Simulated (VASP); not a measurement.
**Ta4C3: single point with r2SCAN**

Ta4C3:

```
Ta C
1.0
     4.33447    0.00000    0.00000
     0.00000    4.33447    0.00000
     0.00000    0.00000    4.33447
Ta C
4 3
Cartesian
  0.0000 2.1672 2.1672
  2.1672 0.0000 2.1672
  2.1672 2.1672 0.0000
  0.0000 0.0000 0.0000
  2.1672 0.0000 0.0000
  0.0000 2.1672 0.0000
  0.0000 0.0000 2.1672
```

- Program: VASP 6.6.1
- Task: single point
- Functional: r2SCAN
- Potentials or basis: VASP PAW PBE potentials, release 64 (Ta_pv, C)
- Cutoff: 520 eV
- k mesh: 8 × 8 × 8
- Occupations: gaussian, width 0.1 eV
- Spin: no spin polarisation

```
Pressure               : 23.0 GPa
Band gap on the k mesh : zero (bands 28 and 29 overlap by 1.04 eV)
```

Levels at points of the mesh, in eV from the Fermi level:
```tsv
k point	band 26	band 27	band 28	band 29	band 30	band 31
(0.00, 0.00, 0.00)	-0.62	-0.62	-0.62	-0.47	-0.47	-0.47
(0.50, 0.00, 0.00)	-2.06	-2.06	0.36	0.36	0.94	2.27
(0.50, 0.50, 0.00)	-1.85	-0.38	-0.38	2.13	2.13	2.15
(0.50, 0.50, 0.50)	-1.17	-1.17	-0.17	3.91	3.91	3.91
```

Wall time 5.7 min on 1 thread of Intel Xeon 8259CL, on a shared host, peak memory 0.24 GiB.

Caveat: the cell stands under pressure; the PAW data sets were made with another functional, which shifts forces and pressure a little; spin-orbit coupling is left out, which moves the levels of the heavy elements.
